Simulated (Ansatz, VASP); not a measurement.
One calculation of C, two programs

```
C
1.0
     0.00000    2.09510    3.39822
     1.20958    0.00000    3.39822
     1.20958    2.09510    0.00000
C
2
Direct
  0.16667 0.83333 0.16667
  0.83333 0.16667 0.83333
```

Change from the starting cell: strain -0.015 along x and y, +0.015 along z, atoms carried along.

Alike in both runs: task single point; functional LDA; k mesh 14 × 14 × 14; occupations gaussian, width 0.05 eV; no spin polarisation.

|  | VASP | Ansatz |
| --- | --- | --- |
| version | VASP 6.6.1 | Ansatz 0.2.0 |
| potentials or method | VASP PAW LDA potentials, release 64 (C), cutoff 520 eV | scalar-relativistic, plane waves, PAW |
| valence electrons in the cell | 8 | 8 |

```tsv
	VASP	Ansatz	Ansatz less VASP
gap on the k mesh at the Fermi level (eV)	0.45	0.45	+0.001
least direct gap on the mesh (eV)	0.55	0.55	+0.002
pressure (GPa)	10.1	9.3	-0.80
traceless stress, the component that is largest in VASP (GPa)	-10.55	-9.62	+0.934
rms of the force components (eV/Å)	0.017	0.017	0.0000
```

LDA's correlation is that of Perdew and Zunger in VASP and of Perdew and Wang (1992) in Ansatz. Atom by atom the forces differ by 0.000 eV/Å (rms over components).
